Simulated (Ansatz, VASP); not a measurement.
**Fe: VASP beside Ansatz**

Contents of POSCAR:

```
Fe
1.0
   -1.4234976093      1.4234976093      1.4234976093
    1.4234976093     -1.4234976093      1.4234976093
    1.4234976093      1.4234976093     -1.4234976093
Fe
1
Direct
    0.0000000000      0.0000000000      0.0000000000
```

The input INCAR.step1:

```
SYSTEM = Fe
PREC     = Accurate       ! precision mode
ENCUT    = 520            ! plane-wave cutoff, eV
ISMEAR   = 1              ! smearing method
SIGMA    = 0.1            ! smearing width, eV
LREAL    = .False.        ! projectors in reciprocal space
LASPH    = .True.         ! aspherical terms in the spheres
NELM     = 150            ! most SCF steps
ISPIN    = 2              ! spin polarisation
MAGMOM   = 3.12           ! initial moments
LMAXMIX  = 4              ! l up to which the mixer works
LDAU     = .True.         ! DFT+U
LDAUTYPE = 2            
LDAUL    = 2              ! shell
LDAUU    = 2              ! U, eV
LDAUJ    = 0            
NBANDS   = 14             ! bands
GGA      = PE             ! functional
ALGO     = Normal         ! electronic algorithm
EDIFF    = 1E-4           ! SCF threshold, eV
LWAVE    = .True.         ! write WAVECAR
LCHARG   = .False.        ! write CHGCAR
```

INCAR.step2

```
SYSTEM = Fe
PREC     = Accurate       ! precision mode
ENCUT    = 520            ! plane-wave cutoff, eV
EDIFF    = 1E-6           ! SCF threshold, eV
ISMEAR   = 1              ! smearing method
SIGMA    = 0.1            ! smearing width, eV
LREAL    = .False.        ! projectors in reciprocal space
LASPH    = .True.         ! aspherical terms in the spheres
NELM     = 150            ! most SCF steps
ALGO     = Normal         ! electronic algorithm
ISIF     = 2              ! what is computed and relaxed
LWAVE    = .False.        ! write WAVECAR
LCHARG   = .False.        ! write CHGCAR
ISPIN    = 2              ! spin polarisation
MAGMOM   = 3.12           ! initial moments
LORBIT   = 11             ! projections on sites
LMAXMIX  = 4              ! l up to which the mixer works
LDAU     = .True.         ! DFT+U
LDAUTYPE = 2            
LDAUL    = 2              ! shell
LDAUU    = 2              ! U, eV
LDAUJ    = 0            
LDAUPRINT= 1            
METAGGA  = R2SCAN         ! meta-GGA
LMIXTAU  = .True.       
NBANDS   = 14             ! bands
ISTART   = 1
```

Contents of KPOINTS:

```
Automatic mesh
0
Gamma
  13 13 13
  0 0 0
```

Contents of input.yaml:

```yaml
crystal:
  lattice:
    - [-1.4234976093, 1.4234976093, 1.4234976093]
    - [1.4234976093, -1.4234976093, 1.4234976093]
    - [1.4234976093, 1.4234976093, -1.4234976093]
  atoms:
    - { symbol: Fe, position: [0.0, 0.0, 0.0] }
hamiltonian:
  xc: r2scan
  pseudopotentials: { kind: paw, partial_waves: polarizable }
  hubbard:
    sites: [{ species: Fe, l: d, u_eff: 2.0 }]
    projectors: all-electron-atomic
    double_counting: fll
magnetization:
  spin_polarized: true
kpoints:
  mp_grid: { grid: [13, 13, 13] }
scf:
  occupations: { method: cold, width: 0.1 }
  n_extra_bands: 6
output:
  forces: true
  stress: true
  eigenvalues: true
  dos: { projected: true, de: 0.05, nscf_kmesh: { grid: [20, 20, 20] } }
```

Change from the starting cell: volume scaled by 0.96.

Alike in both runs: functional r2SCAN; k mesh 13 × 13 × 13; collinear spin; Hubbard terms Fe d U = 2.0 eV.

|  | VASP | Ansatz |
| --- | --- | --- |
| version | VASP 6.6.1 | Ansatz 0.2.0 |
| potentials or method | VASP PAW PBE potentials, release 64 (Fe) | Ansatz PAW polarizable |
| plane-wave cutoff (eV) | 520 | 500 |
| occupations | methfessel-paxton of order 1, width 0.1 eV | cold, width 0.1 eV |
| valence electrons in the cell | 8 | 16 |
| task | single point | projected density of states |

Ansatz gave:

```
gap on the k mesh at the Fermi level (eV)                     : none
pressure (GPa)                                                : 7.7
net moment per atom (μB)                                      : 2.65
size of the moment on the site where the two differ most (μB) : 2.84
```

**Question.** Which values does VASP return?

**Answer.** gap on the k mesh at the Fermi level (eV): none; pressure (GPa): 8.4; net moment per atom (μB): 2.71; size of the moment on the site where the two differ most (μB): 2.82.

VASP's potentials were made for PBE, not for r2SCAN. Site moments also hang on the region over which each program counts them. The programs project onto different local orbitals, so the same U acts differently, and such runs can settle in different states. A gap of «none» marks a metal or a gap that the smearing closes. VASP's potentials hold 8 valence electrons a cell and Ansatz's 16, so a difference there can come from the potentials and not from the codes.

Noted on Ansatz's run: the magnetic or orbital state may not be the lowest.
